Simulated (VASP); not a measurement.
# LiCl (P6_3/mmc) in VASP: dielectric tensor with PBE

Aim: the dielectric tensor of LiCl with PBE.

All numbers are computed with VASP 6.6.1; they aren't measurements. Logs are shortened: lines on timing, memory, paths and dates and some standing lists are left out, and cuts for length are marked.

### Step 1. The cell of the first run

Symmetry: P6_3/mmc, No. 194, hexagonal system. Conventional cell: a = 3.575 Å, b = 3.575 Å, c = 6.024 Å, α = 90.00°, β = 90.00°, γ = 120.00°. Within 3.4 Å of Li (site symmetry -3m) lie 6 Cl at 2.56 Å and 2 Li at 3.01 Å. Within 3.4 Å of Cl (site symmetry -6m2) lie 6 Li at 2.56 Å.

### Step 2. Dielectric tensor, PBE

File INCAR:

```
SYSTEM = LiCl
  PREC = Accurate
  ENCUT = 520
  EDIFF = 1E-8
  ISMEAR = 0
  SIGMA = 0.01
  LREAL = .FALSE.
  LASPH = .TRUE.
  NELM = 60
  ALGO = Normal
  ISIF = 2
  LWAVE = .FALSE.
  LCHARG = .FALSE.
  GGA = PE
  LEPSILON = .TRUE.
```

File KPOINTS:

```
regular mesh
0
G
  6 6 4
  0 0 0
```

File POSCAR:

```
LiCl
1.0
    3.5749486122      0.0000000000      0.0000000000
   -1.7874743061      3.0959963154      0.0000000000
    0.0000000000      0.0000000000      6.0240820410
Li Cl
2 2
Direct
    0.0000000000      0.0000000000      0.0000000000
    0.0000000000      0.0000000000      0.5000000000
    0.3333333333      0.6666666667      0.2500000000
    0.6666666667      0.3333333333      0.7500000000
```

Potentials or basis: VASP PAW PBE potentials, release 64 (Li_sv, Cl).

On the command line:

```sh
$ cat potpaw_PBE.64/Li_sv/POTCAR potpaw_PBE.64/Cl/POTCAR > POTCAR
$ mpirun -np 1 vasp_std > vasp.out
```

OUTCAR:

```text
SYSTEM = LiCl
   PREC = Accurate
   ENCUT = 520
   EDIFF = 1E-8
   ISMEAR = 0
   LREAL = .FALSE.
   LASPH = .TRUE.
   NELM = 60
   ISIF = 2
   GGA = PE
   LEPSILON = .TRUE.

 ion  position               nearest neighbor table
   1  0.000  0.000  0.000-   3 2.56   4 2.56   4 2.56   3 2.56   4 2.56   3 2.56
   2  0.000  0.000  0.500-   3 2.56   4 2.56   4 2.56   3 2.56   4 2.56   3 2.56
   3  0.333  0.667  0.250-   1 2.56   2 2.56   1 2.56   2 2.56   1 2.56   2 2.56
   4  0.667  0.333  0.750-   1 2.56   2 2.56   1 2.56   2 2.56   1 2.56   2 2.56

  LATTYP: Found a hexagonal cell.
 ALAT       =     3.5749486122
 C/A-ratio  =     1.6850821353

  Lattice vectors:

 A1 = (   3.5749486122,   0.0000000000,   0.0000000000)
 A2 = (  -1.7874743061,   3.0959963154,   0.0000000000)
 A3 = (   0.0000000000,   0.0000000000,   6.0240820410)

Analysis of symmetry for initial positions (statically):
=====================================================================
 Subroutine PRICEL returns:
 Original cell was already a primitive cell.

 Routine SETGRP: Setting up the symmetry group for a
 hexagonal supercell.

 Subroutine GETGRP returns: Found 24 space group operations
 (whereof 12 operations were pure point group operations)
 out of a pool of 24 trial point group operations.

The static configuration has the point symmetry D_3d.
 The point group associated with its full space group is D_6h.

Analysis of symmetry for dynamics (positions and initial velocities):
=====================================================================
 Subroutine PRICEL returns:
 Original cell was already a primitive cell.

 Routine SETGRP: Setting up the symmetry group for a
 hexagonal supercell.

 Subroutine GETGRP returns: Found 24 space group operations
 (whereof 12 operations were pure point group operations)
 out of a pool of 24 trial point group operations.

The dynamic configuration has the point symmetry D_3d.
 The point group associated with its full space group is D_6h.

 Subroutine INISYM returns: Found 24 space group operations
 (whereof 12 operations are pure point group operations),
 and found     1 'primitive' translations

----------------------------------------------------------------------------------------

                                     Primitive cell

  volume of cell :      66.6747

  direct lattice vectors                    reciprocal lattice vectors
     3.574948612  0.000000000  0.000000000     0.279724301  0.161498900  0.000000000
    -1.787474306  3.095996315  0.000000000     0.000000000  0.322997800  0.000000000
     0.000000000  0.000000000  6.024082041     0.000000000  0.000000000  0.166000395

  length of vectors
     3.574948612  3.574948612  6.024082041     0.322997800  0.322997800  0.166000395

  position of ions in fractional coordinates (direct lattice)
     0.000000000  0.000000000  0.000000000
     0.000000000  0.000000000  0.500000000
     0.333333333  0.666666667  0.250000000
     0.666666667  0.333333333  0.750000000

  ion indices of the primitive-cell ions
   primitive index   ion index
                 1           1
                 2           2
                 3           3
                 4           4

----------------------------------------------------------------------------------------

 KPOINTS: regular mesh

Automatic generation of k-mesh.
 Grid dimensions read from file:
 generate k-points for:    6    6    4

 Generating k-lattice:

  Cartesian coordinates                     Fractional coordinates (reciprocal lattice)
     0.046620717  0.026916483  0.000000000     0.166666667 -0.000000000  0.000000000
[... 95 lines left out ...]

 number of electron      19.9999996 magnetization

 E-fermi :   0.8011     XC(G=0):  -8.7788

 val. band max:        0.7109819986   @ k =   0.0000   0.0000   0.0000
 cond. band min:       7.0771260756   @ k =   0.0000   0.0000   0.0000
 fundamental gap:      6.3661440770
 Fermi energy:         0.8011482927

 k-point     1 :       0.0000    0.0000    0.0000
  band No.  band energies     occupation
      1     -42.8631      2.00000
      2     -42.8552      2.00000
      3     -12.7788      2.00000
      4     -12.2528      2.00000
      5      -2.2196      2.00000
      6       0.5016      2.00000
      7       0.5016      2.00000
      8       0.5362      2.00000
      9       0.7110      2.00000
     10       0.7110      2.00000
     11       7.0771      0.00000
     12       7.4780      0.00000
     13      11.0245      0.00000
     14      11.0246      0.00000
[... 326 lines left out ...]
      1     -42.8568      2.00000
      2     -42.8568      2.00000
      3     -11.9972      2.00000
      4     -11.9972      2.00000
      5      -1.7911      2.00000
      6      -1.7911      2.00000
      7      -1.3306      2.00000
      8      -1.3306      2.00000
      9       0.2025      2.00000
     10       0.2025      2.00000
     11       8.3741      0.00000
     12       8.3741      0.00000
     13      11.0745      0.00000
     14      11.0962      0.00000

  FORCE on cell =-STRESS in cart. coord.  units (eV):
  Direction    XX          YY          ZZ          XY          YZ          ZX
  --------------------------------------------------------------------------------------
  -------------------------------------------------------------------------------------
  Total        0.2643173      0.2643173      0.2741904     -0.0000000     -0.0000000      0.0000000
  in kB        6.3514825      6.3514825      6.5887302     -0.0000000     -0.0000000      0.0000000
  external PRESSURE =       6.4305650 kB  Pullay stress =       0.0000000 kB

 VOLUME and BASIS-vectors are now :
 -----------------------------------------------------------------------------
  energy-cutoff  :      520.00
  volume of cell :       66.67
      direct lattice vectors                 reciprocal lattice vectors
     3.574948612  0.000000000  0.000000000     0.279724301  0.161498900  0.000000000
    -1.787474306  3.095996315  0.000000000     0.000000000  0.322997800  0.000000000
     0.000000000  0.000000000  6.024082041     0.000000000  0.000000000  0.166000395

 POSITION                                       TOTAL-FORCE (eV/Angst)
 -----------------------------------------------------------------------------------
      0.00000      0.00000      0.00000         0.000000      0.000000      0.000000
      0.00000      0.00000      3.01204         0.000000      0.000000      0.000000
     -0.00000      2.06400      1.50602        -0.000000      0.000000     -0.000000
      1.78747      1.03200      4.51806         0.000000     -0.000000     -0.000000
 -----------------------------------------------------------------------------------
    total drift:                                0.000000     -0.000000     -0.000000

  FREE ENERGIE OF THE ION-ELECTRON SYSTEM (eV)
  ---------------------------------------------------
  free  energy   TOTEN  =       -14.7086113517 eV

  energy  without entropy=      -14.7086113517  energy(sigma->0) =      -14.70861135

 HEAD OF MICROSCOPIC STATIC DIELECTRIC TENSOR (INDEPENDENT PARTICLE, excluding Hartree and local field effects)
 ------------------------------------------------------
           3.285503     0.000000    -0.000000
           0.000000     3.285503     0.000000
           0.000000     0.000000     3.290997
 ------------------------------------------------------

 Free energy of the ion-electron system (eV)
  ---------------------------------------------------
  ---------------------------------------------------
  free energy    TOTEN  =        -0.41597879 eV

  energy without entropy =       -0.41597879

------------------------ aborting loop because EDIFF is reached ----------------------------------------

--------------------------------------- Ionic step        2  -------------------------------------------

------------------------ aborting loop because EDIFF is reached ----------------------------------------

--------------------------------------- Ionic step        3  -------------------------------------------

 Free energy of the ion-electron system (eV)
  ---------------------------------------------------
  ---------------------------------------------------
  free energy    TOTEN  =        -0.41431909 eV

  energy without entropy =       -0.41431909

------------------------ aborting loop because EDIFF is reached ----------------------------------------

 PIEZOELECTRIC TENSOR FIELD DIRECTION 3  (e Angst)
 -----------------------------------------------------------------------------
     0.00007 -0.00000  0.00000           ( -0.00000  0.00000  0.00000)
     0.00000  0.00007 -0.00000           (  0.00000 -0.00000  0.00000)
     0.00000  0.00000  0.00045           (  0.00000  0.00000  0.00000)

 PIEZOELECTRIC TENSOR FIELD DIRECTION 3  (C/m^2)
 -----------------------------------------------------------------------------
     0.00002 -0.00000  0.00000
     0.00000  0.00002 -0.00000
     0.00000  0.00000  0.00011

 MACROSCOPIC STATIC DIELECTRIC TENSOR (including local field effects in DFT)
 ------------------------------------------------------
           3.003576     0.000000    -0.000000
          -0.000000     3.003576     0.000000
           0.000000     0.000000     2.988471
 ------------------------------------------------------

 PIEZOELECTRIC TENSOR (including local field effects)  for field in x, y, z        (e  Angst)
          XX          YY          ZZ          XY          YZ          ZX
  --------------------------------------------------------------------------------
  x     0.00000     0.00000     0.00000     0.00000     0.00000     0.00000
  y     0.00000     0.00000     0.00000     0.00000     0.00000     0.00000
  z     0.00000     0.00000     0.00000     0.00000     0.00000     0.00000

 PIEZOELECTRIC TENSOR (including local field effects)  for field in x, y, z        (C/m^2)
          XX          YY          ZZ          XY          YZ          ZX
  --------------------------------------------------------------------------------
  x     0.00000     0.00000     0.00000     0.00000     0.00000     0.00000
  y     0.00000     0.00000     0.00000     0.00000     0.00000     0.00000
  z     0.00000     0.00000     0.00000     0.00000     0.00000     0.00000

 BORN EFFECTIVE CHARGES (including local field effects) (in |e|, cummulative output)
 ---------------------------------------------------------------------------------
 ion    1
    1     1.17492     0.00000     0.00000
    2     0.00000     1.17492    -0.00000
    3     0.00000    -0.00000     1.19543
 ion    2
    1     1.17492     0.00000     0.00000
    2     0.00000     1.17492     0.00000
    3     0.00000    -0.00000     1.19543
 ion    3
    1    -1.17492     0.00000     0.00000
    2     0.00000    -1.17492     0.00000
    3     0.00000     0.00000    -1.19543
 ion    4
    1    -1.17492     0.00000     0.00000
    2     0.00000    -1.17492     0.00000
    3     0.00000     0.00000    -1.19543
```

It took 7.3 min on 1 thread of Intel Xeon 6975P-C (Granite Rapids), shared host; peak memory 0.25 GiB.

Results:

```yaml
Band_gap_on_the_k_mesh: 6.37 eV, direct
Electronic_dielectric_tensor_diagonal: 3.00, 3.00, 2.99
Born_charges_mean_of_the_diagonal: Li +1.18; Cl -1.18 e
```

Electronic dielectric tensor:
```
3.00 0.00 0.00
0.00 3.00 0.00
0.00 0.00 2.99
```

Born effective charge tensors (e):
atom 1, Li
```
1.17 0.00 0.00
0.00 1.17 0.00
0.00 0.00 1.20
```
atom 2, Li
```
1.17 0.00 0.00
0.00 1.17 0.00
0.00 0.00 1.20
```
atom 3, Cl
```
-1.17  0.00  0.00
 0.00 -1.17  0.00
 0.00  0.00 -1.20
```
atom 4, Cl
```
-1.17  0.00  0.00
 0.00 -1.17  0.00
 0.00  0.00 -1.20
```

Caveat: the cutoff is under 1.25 times the usual one of these potentials, so pressure, stress and relaxed cells hold a basis-set (Pulay) error. A hybrid or GW would open this gap; PBE tends to underestimate it.
